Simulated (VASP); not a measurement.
Input of a VASP 6.6.1 run:

The input INCAR:

```
PREC     = Accurate       # precision mode
ENCUT    = 600            # plane-wave cutoff, eV
EDIFF    = 1E-6           # SCF threshold, eV
ISMEAR   = 0              # smearing method
SIGMA    = 0.15           # smearing width, eV
LREAL    = False          # projectors in reciprocal space
LASPH    = True           # aspherical terms in the spheres
NELM     = 120            # most SCF steps
ALGO     = Normal         # electronic algorithm
ISIF     = 2              # what is computed and relaxed
LWAVE    = False          # write WAVECAR
LCHARG   = False          # write CHGCAR
GGA      = PS             # functional
NBANDS   = 21             # bands
GGA_COMPAT= False
```

File KPOINTS:

```
Automatic mesh
0
Gamma
  18 18 18
```

POSCAR

```
AlNi
1.0
   -2.8621655520      0.0000000000     -2.8621655520
    0.0000000000     -2.8621655520     -2.8621655520
   -2.8621655520     -2.8621655520      0.0000000000
Al Ni
2 2
Direct
    0.5000000000      0.5000000000      0.5000000000
    0.0000000000      0.0000000000      0.0000000000
    0.2683427545      0.2683427545      0.2316572455
    0.7316572455      0.7316572455      0.7683427545
```

Potentials or basis: VASP PAW PBE potentials, release 64 (Al, Ni).

Launch:

```bash
$ cat potpaw_PBE.64/Al/POTCAR potpaw_PBE.64/Ni/POTCAR > POTCAR
$ mpirun -np 1 vasp_std > vasp.out
```

(1) What does it give for the largest force?

(2) Estimate the pressure.

(3) What does it give for the band gap on the k mesh?

Results:

(1) 0.723 eV/Å.

(2) 1.3 GPa.

(3) zero (bands 13 and 14 overlap by 2.73 eV).

Caveat: the cell differs from its parent crystal (atoms displaced along a vibrational mode); the PAW data sets were made with another functional, which shifts forces and pressure a little.
